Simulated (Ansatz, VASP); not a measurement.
**Be7B: VASP beside Ansatz**

```xyz
8
Lattice="4.8161 0.0000 0.0000 0.0000 4.8161 0.0000 0.0000 0.0000 4.8161" Properties=species:S:1:pos:R:3 pbc="T T T"
Be    0.9993    0.9993    0.9993
Be    0.0000    2.4081    2.4081
Be    2.4081    2.4081    0.0000
Be    2.4081    0.0000    2.4081
Be    3.8168    0.9993    3.8168
Be    3.8168    3.8168    0.9993
Be    0.9993    3.8168    3.8168
B     0.0000    0.0000    0.0000
```

Change from the starting cell: species swapped into the Si7Ge type (P-43m, No. 215).

Alike in both runs: task relaxation of cell and atoms; functional PBE; k mesh 8 × 8 × 8; occupations gaussian, width 0.1 eV; no spin polarisation.

|  | VASP | Ansatz |
| --- | --- | --- |
| version | VASP 6.6.1 | Ansatz 0.2.0 |
| potentials or method | VASP PAW PBE potentials, release 64 (Be, B), cutoff 600 eV | scalar-relativistic, plane waves, PAW |
| valence electrons in the cell | 17 | 17 |

Ansatz gave:

* gap on the k mesh at the Fermi level, each at its own relaxed structure (eV): none
* relaxed volume (Å³/atom): 13.88
* relaxed length of the cell vector where the two differ most in proportion (Å): 4.806

Which values does VASP return?

gap on the k mesh at the Fermi level, each at its own relaxed structure (eV): none; relaxed volume (Å³/atom): 13.89; relaxed length of the cell vector where the two differ most in proportion (Å): 4.807.

A gap of «none» marks a metal or a gap that the smearing closes.
